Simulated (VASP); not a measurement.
# GaP (R-3m) in VASP: notebook, part 2 of 2

VASP 6.6.1.

### Step 5. Single point, LDA (20.16 Å³/atom)

This run uses another cell than the first one, of 20.16 Å³/atom.

File INCAR:

```
  PREC = Accurate
  ENCUT = 520
  EDIFF = 1E-7
  ISMEAR = 0
  SIGMA = 0.05
  LREAL = F
  LASPH = T
  NELM = 80
  ALGO = Normal
  ISIF = 2
  LWAVE = F
  LCHARG = F
  NBANDS = 26
```

File KPOINTS:

```
regular mesh
0
Gamma
  9 9 9
```

File POSCAR:

```
GaP
1.0
    1.9139936640      1.1050447571      6.3560397283
   -1.9139936640      1.1050447571      6.3560397283
    0.0000000000     -2.2100895143      6.3560397283
Ga P
2 2
Direct
    0.4359784395      0.4359784395      0.4359784395
    0.5640215605      0.5640215605      0.5640215605
    0.0580350955      0.0580350955      0.0580350955
    0.9419649045      0.9419649045      0.9419649045
```

Potentials or basis: VASP PAW LDA potentials, release 64 (Ga_d, P).

The run is started by

```bash
cat potpaw_LDA.64/Ga_d/POTCAR potpaw_LDA.64/P/POTCAR > POTCAR
mpirun -np 1 vasp_std > vasp.out
```

OUTCAR:

```text
PREC = Accurate
   ENCUT = 520
   EDIFF = 1E-7
   ISMEAR = 0
   LREAL = F
   LASPH = T
   NELM = 80
   ISIF = 2

 ion  position               nearest neighbor table
   1  0.436  0.436  0.436-   3 2.37   3 2.37   3 2.37   2 2.44
   2  0.564  0.564  0.564-   4 2.37   4 2.37   4 2.37   1 2.44
   3  0.058  0.058  0.058-   4 2.21   1 2.37   1 2.37   1 2.37
   4  0.942  0.942  0.942-   3 2.21   2 2.37   2 2.37   2 2.37

  LATTYP: Found a trigonal (rhomboedric) cell.
 ALAT       =     6.7293191846
 COS(alpha) =     0.8382036460

  Lattice vectors:

 A1 = (   1.9139936640,   1.1050447571,   6.3560397283)
 A2 = (  -1.9139936640,   1.1050447571,   6.3560397283)
 A3 = (   0.0000000000,  -2.2100895143,   6.3560397283)

Analysis of symmetry for initial positions (statically):
=====================================================================
 Subroutine PRICEL returns:
 Original cell was already a primitive cell.

 Routine SETGRP: Setting up the symmetry group for a
 trigonal (rhombohedral) supercell.

 Subroutine GETGRP returns: Found 12 space group operations
 (whereof 12 operations were pure point group operations)
 out of a pool of 12 trial point group operations.

The static configuration has the point symmetry D_3d.

Analysis of symmetry for dynamics (positions and initial velocities):
=====================================================================
 Subroutine PRICEL returns:
 Original cell was already a primitive cell.

 Routine SETGRP: Setting up the symmetry group for a
 trigonal (rhombohedral) supercell.

 Subroutine GETGRP returns: Found 12 space group operations
 (whereof 12 operations were pure point group operations)
 out of a pool of 12 trial point group operations.

The dynamic configuration has the point symmetry D_3d.

 Subroutine INISYM returns: Found 12 space group operations
 (whereof 12 operations are pure point group operations),
 and found     1 'primitive' translations

----------------------------------------------------------------------------------------

                                     Primitive cell

  volume of cell :      80.6600

  direct lattice vectors                    reciprocal lattice vectors
     1.913993664  1.105044757  6.356039728     0.261233885  0.150823454  0.052443557
    -1.913993664  1.105044757  6.356039728    -0.261233885  0.150823454  0.052443557
     0.000000000 -2.210089514  6.356039728     0.000000000 -0.301646907  0.052443557

  length of vectors
     6.729319185  6.729319185  6.729319185     0.306171820  0.306171820  0.306171820

  position of ions in fractional coordinates (direct lattice)
     0.435978439  0.435978439  0.435978439
     0.564021561  0.564021561  0.564021561
     0.058035096  0.058035096  0.058035096
     0.941964904  0.941964904  0.941964904

  ion indices of the primitive-cell ions
   primitive index   ion index
                 1           1
                 2           2
                 3           3
                 4           4

----------------------------------------------------------------------------------------

 KPOINTS: regular mesh

Automatic generation of k-mesh.
 Grid dimensions read from file:
 generate k-points for:    9    9    9

 Generating k-lattice:

  Cartesian coordinates                     Fractional coordinates (reciprocal lattice)
     0.029025987  0.016758162  0.005827062     0.111111111  0.000000000  0.000000000
    -0.029025987  0.016758162  0.005827062     0.000000000  0.111111111  0.000000000
     0.000000000 -0.033516323  0.005827062     0.000000000  0.000000000  0.111111111

  Length of vectors
     0.034019091  0.034019091  0.034019091

  Shift w.r.t. Gamma in fractional coordinates (k-lattice)
     0.000000000  0.000000000  0.000000000

 Subroutine IBZKPT returns following result:
 ===========================================

 Found     85 irreducible k-points:

 Following reciprocal coordinates:
            Coordinates               Weight
  0.000000  0.000000  0.000000      1.000000
  0.111111  0.000000  0.000000      6.000000
  0.222222  0.000000  0.000000      6.000000
  0.333333  0.000000  0.000000      6.000000
  0.444444  0.000000  0.000000      6.000000
  0.111111  0.111111  0.000000      6.000000
[... 16 lines left out ...]
 -0.333333  0.333333  0.000000      6.000000
  0.444444  0.444444  0.000000      6.000000
 [... further k-points ...]
   k-points           NKPTS =     85   k-points in BZ     NKDIM =     85   number of bands    NBANDS=     26
   number of dos      NEDOS =    301   number of ions     NIONS =      4
   total plane-waves  NPLWV = 125000
   dimension x,y,z NGX =    50 NGY =   50 NGZ =   50
   dimension x,y,z NGXF=   100 NGYF=  100 NGZF=  100
   ions per type =               2   2
   NGX,Y,Z   is equivalent  to a cutoff of  12.35, 12.35, 12.35 a.u.
   NGXF,Y,Z  is equivalent  to a cutoff of  24.70, 24.70, 24.70 a.u.
 SYSTEM =  unknown system
   PREC   = accura    normal or accurate (medium, high low for compatibility)
   ISTART =      0    job   : 0-new  1-cont  2-samecut
   ICHARG =      2    charge: 1-file 2-atom 10-const
   ISPIN  =      1    spin polarized calculation?
   LNONCOLLINEAR =      F non collinear calculations
   LSORBIT =      F    spin-orbit coupling
   LASPH  =      T    aspherical Exc in radial PAW
   ENCUT  =  520.0 eV  38.22 Ry    6.18 a.u.  12.51 12.51 12.51*2*pi/ulx,y,z
   NELM   =     80;   NELMIN=  2; NELMDL= -5     # of ELM steps
   EDIFF  = 0.1E-06   stopping-criterion for ELM
   LREAL  =      F    real-space projection
   EDIFFG = 0.1E-05   stopping-criterion for IOM
   NSW    =      0    number of steps for IOM
   IBRION =     -1    ionic relax: 0-MD 1-quasi-New 2-CG
   NFREE  =      0    steps in history (QN), initial steepest desc. (CG)
   ISIF   =      2    stress and relaxation
   ISYM   =      2    0-nonsym 1-usesym 2-fastsym
   POTIM  = 0.5000    time-step for ionic-motion
   TEBEG  =    0.0;   TEEND  =   0.0 temperature during run
   PSTRESS=    0.0 pullay stress
   NELECT =      36.0000    total number of electrons
   NUPDOWN=      -1.0000    fix difference up-down
   EMIN   =  10.00;   EMAX   =-10.00  energy-range for DOS
   EFERMI =   0.00;   METHOD = LEGACY
   ISMEAR =     0;   SIGMA  =   0.05  broadening in eV -4-tet -1-fermi 0-gaus
   EFERMI_NEDOS =   21; number of points for ismear=-14 and -15
   IALGO  =     38    algorithm
   IMIX   =      4    mixing-type and parameters
     AMIX     =   0.40;   BMIX     =  1.00
     AMIX_MAG =   1.60;   BMIX_MAG =  1.00
  volume/ion in A,a.u.               =      20.16       136.08
  Fermi-wavevector in a.u.,A,eV,Ry     =   1.251093  2.364223 21.296297  1.565234
  Thomas-Fermi vector in A             =   2.385057
   LORBIT       =      0    0 simple, 1 ext, 2 COOP (PROOUT), +10 PAW based schemes
   GGA     = CA    functional components
   LHFCALC =     F    Hartree Fock is set to
   AEXX    =    0.0000 exact exchange contribution
   IVDW    =     0    specifies the selected vdW correction
   LEPSILON=     F    determine dielectric tensor
   LRPA    =     F    only Hartree local field effects (RPA)
 non-spin polarized calculation
 Gauss-broadening in eV      SIGMA  =   0.05
  energy-cutoff  :      520.00
  volume of cell :       80.66
 maximum number of plane-waves:      2190
 NGX is ok and might be reduce to    50
   NGX = 25   NGY = 25   NGZ = 25

 number of electron      36.0000005 magnetization

 Free energy of the ion-electron system (eV)
  ---------------------------------------------------
  ext. energy  EPLUGINS =         0.00000000
  ---------------------------------------------------
  free energy    TOTEN  =       -20.39428939 eV

  energy without entropy =      -20.39428939  energy(sigma->0) =      -20.39428939

 E-fermi :   5.0570     XC(G=0): -10.1829

 val. band max:        4.8610489192   @ k =   0.0000   0.0000   0.0000
 cond. band min:       5.6305240278   @ k =  -0.4444  -0.4444   0.1111
 fundamental gap:      0.7694751087
 Fermi energy:         5.0570260281

 k-point     1 :       0.0000    0.0000    0.0000
  band No.  band energies     occupation
      1     -10.1239      2.00000
      2      -9.9766      2.00000
      3      -9.9766      2.00000
      4      -9.9585      2.00000
      5      -9.9585      2.00000
      6      -9.9011      2.00000
[... 18 lines left out ...]
     25       9.2193      0.00000
     26      12.8289      0.00000
[... 644 lines left out ...]
      4      -9.9760      2.00000
      5      -9.9249      2.00000
      6      -9.9085      2.00000
[... 18 lines left out ...]
     25      13.6319      0.00000
     26      14.6049      0.00000

 [... further k-points ...]
[... 5 lines left out ...]
  --------------------------------------------------------------------------------------
  -------------------------------------------------------------------------------------
  Total       -0.9521660     -0.9521660     -1.1734367      0.0000000      0.0000000      0.0000000
  in kB      -18.9132018    -18.9132018    -23.3083776      0.0000000      0.0000000      0.0000000
  external PRESSURE =     -20.3782604 kB  Pullay stress =       0.0000000 kB

 VOLUME and BASIS-vectors are now :
 -----------------------------------------------------------------------------
  energy-cutoff  :      520.00
  volume of cell :       80.66
      direct lattice vectors                 reciprocal lattice vectors
     1.913993664  1.105044757  6.356039728     0.261233885  0.150823454  0.052443557
    -1.913993664  1.105044757  6.356039728    -0.261233885  0.150823454  0.052443557
     0.000000000 -2.210089514  6.356039728     0.000000000 -0.301646907  0.052443557

 POSITION                                       TOTAL-FORCE (eV/Angst)
 -----------------------------------------------------------------------------------
      0.00000     -0.00000      8.31329         0.000000      0.000000     -0.034192
      0.00000     -0.00000     10.75483         0.000000     -0.000000      0.034192
      0.00000     -0.00000      1.10662         0.000000      0.000000     -0.088713
      0.00000     -0.00000     17.96150         0.000000     -0.000000      0.088713
 -----------------------------------------------------------------------------------
    total drift:                                0.000000     -0.000000     -0.000000

  FREE ENERGIE OF THE ION-ELECTRON SYSTEM (eV)
  ---------------------------------------------------
  free  energy   TOTEN  =       -20.3942893874 eV

  energy  without entropy=      -20.3942893874  energy(sigma->0) =      -20.39428939
```

OSZICAR:

```text
N       E                     dE             d eps       ncg     rms          rms(c)
DAV:   1     0.232313326154E+03    0.23231E+03   -0.17107E+04  4496   0.203E+03
DAV:   2     0.655748885223E+01   -0.22576E+03   -0.21766E+03  4828   0.431E+02
DAV:   3    -0.199515675271E+02   -0.26509E+02   -0.25976E+02  5508   0.120E+02
DAV:   4    -0.208170775902E+02   -0.86551E+00   -0.86236E+00  5284   0.221E+01
DAV:   5    -0.208409197685E+02   -0.23842E-01   -0.23816E-01  6084   0.340E+00    0.668E+00
DAV:   6    -0.204966980220E+02    0.34422E+00   -0.37707E-01  6184   0.903E+00    0.394E+00
DAV:   7    -0.203968778306E+02    0.99820E-01   -0.28743E-01  5122   0.302E+00    0.869E-01
DAV:   8    -0.203945546617E+02    0.23232E-02   -0.32064E-02  5176   0.190E+00    0.280E-01
DAV:   9    -0.203942847134E+02    0.26995E-03   -0.33448E-03  6148   0.539E-01    0.986E-02
DAV:  10    -0.203942761665E+02    0.85469E-05   -0.41340E-04  5408   0.146E-01    0.330E-02
DAV:  11    -0.203942884858E+02   -0.12319E-04   -0.32280E-05  5342   0.534E-02    0.177E-02
DAV:  12    -0.203942893766E+02   -0.89084E-06   -0.38701E-06  5908   0.181E-02    0.739E-03
DAV:  13    -0.203942893874E+02   -0.10772E-07   -0.39372E-07  4658   0.562E-03
   1 F= -.20394289E+02 E0= -.20394289E+02  d E =-.165871E-10
```

stdout:

```text
POSCAR found type information on POSCAR GaP
 POSCAR found :  2 types and       4 ions
 scaLAPACK will be used
 LDA part: xc-table for (Slater(with rela. corr.)+CA(PZ))
 , standard interpolation
 POSCAR, INCAR and KPOINTS ok, starting setup
 FFT: planning ... GRIDC
 FFT: planning ... GRID_SOFT
 FFT: planning ... GRID
 WAVECAR not read
 entering main loop
```

Run time: 5.4 min. Hardware: 1 thread of AMD EPYC 7R13 (Zen 3), shared host; peak memory 0.33 GiB.

Results:

| Quantity | Value |
| --- | --- |
| Free energy | -20.3943 eV |
| Pressure | -2.0 GPa |
| Largest force | 0.089 eV/Å |
| Band gap on the k mesh | 0.77 eV (least direct gap 1.11 eV) |

Forces in eV/Å, atoms in the order of the input:
```
Ga   0.000  0.000 -0.034
Ga   0.000  0.000  0.034
P    0.000  0.000 -0.089
P    0.000  0.000  0.089
```

Stress tensor (GPa, compression positive):
```
-1.89  0.00  0.00
 0.00 -1.89  0.00
 0.00  0.00 -2.33
```

Caveat: semilocal functionals underestimate gaps, and a narrow one can read as zero.

### Step 6. Single point, LDA (20.69 Å³/atom)

This run uses another cell than the first one, of 20.69 Å³/atom.

File INCAR:

```
SYSTEM = GaP
  ALGO = Normal
  EDIFF = 1E-6
  ENCUT = 520
  GGA = CA
  ISIF = 2
  ISMEAR = 0
  LASPH = .TRUE.
  LCHARG = .TRUE.
  LELF = .TRUE.
  LREAL = .FALSE.
  LVHAR = .TRUE.
  LWAVE = .FALSE.
  NBANDS = 26
  NELM = 60
  PREC = Accurate
  SIGMA = 0.05
```

File KPOINTS:

```
k-points
0
G
  9 9 9
  0 0 0
```

File POSCAR:

```
GaP
1.0
    1.8917535188      1.0922044033      6.6751153494
   -1.8917535188      1.0922044033      6.6751153494
    0.0000000000     -2.1844088066      6.6751153494
Ga P
2 2
Direct
    0.4359784395      0.4359784395      0.4359784395
    0.5640215605      0.5640215605      0.5640215605
    0.0580350955      0.0580350955      0.0580350955
    0.9419649045      0.9419649045      0.9419649045
```

Potentials or basis: VASP PAW LDA potentials, release 64 (Ga_d, P).

The run is started by

```bash
cat potpaw_LDA.64/Ga_d/POTCAR potpaw_LDA.64/P/POTCAR > POTCAR
mpirun -np 1 vasp_std > vasp.out
```

Run time: 6.2 min. Hardware: 1 thread of AMD EPYC 7R13 (Zen 3), shared host; peak memory 0.36 GiB.

Results (log left out):

```
Free energy            : -20.2318 eV
Pressure               : -3.8 GPa
Largest force          : 0.598 eV/Å
Band gap on the k mesh : 0.52 eV (least direct gap 0.70 eV)
```

Forces on the atoms (eV/Å):
```
Ga   0.000  0.000  0.191
Ga   0.000  0.000 -0.191
P    0.000  0.000 -0.598
P    0.000  0.000  0.598
```

Stress tensor (GPa, compression positive):
```
 -0.12   0.00   0.00
  0.00  -0.12   0.00
  0.00   0.00 -11.02
```

Levels at points of the mesh, in eV from the valence-band top:
```tsv
k point	band 16	band 17	band 18	band 19	band 20	band 21
(0.00, 0.00, 0.00)	-0.43	0.00	0.00	0.70	1.55	2.74
```

Caveat: the stress differs along the axes, from -11 to -0 GPa; semilocal functionals underestimate gaps, and a narrow one can read as zero.

### Step 7. Summary

| cell | gap on the mesh (eV) | pressure (GPa) | largest force (eV/Å) |
| --- | --- | --- | --- |
| a = 6.047 Å, angles 39.0°, 4 atoms | none | 7.1 | 4.45 |
| a = 6.964 Å, angles 31.3°, 4 atoms | 0.54 | -1.9 | 0.63 |
| a = 6.298 Å, angles 36.9°, 4 atoms | 0.15 | 1.1 | 2.16 |
| a = 6.729 Å, angles 33.0°, 4 atoms | 0.77 | -2.0 | 0.09 |
| a = 7.023 Å, angles 31.3°, 4 atoms | 0.52 | -3.8 | 0.60 |

Alike in all rows: task single point; level LDA; potentials or basis VASP PAW LDA potentials, release 64 (Ga_d, P); no spin polarisation; k mesh 9 × 9 × 9; cutoff (eV) 520; smearing gaussian 0.05 eV.

Caveats: semilocal functionals underestimate gaps, and a narrow one can read as zero; forces of over 1 eV/Å act on the atoms, so gaps and moduli don't describe the material at rest (at least some runs); the stress differs along the axes, from -9 to 39 GPa (at least some runs); the stress differs along the axes, from -10 to 2 GPa (at least some runs); the stress differs along the axes, from -8 to 19 GPa (at least some runs); the stress differs along the axes, from -11 to -0 GPa (at least some runs).

Absolute energies hang on the potentials; compare differences alone.
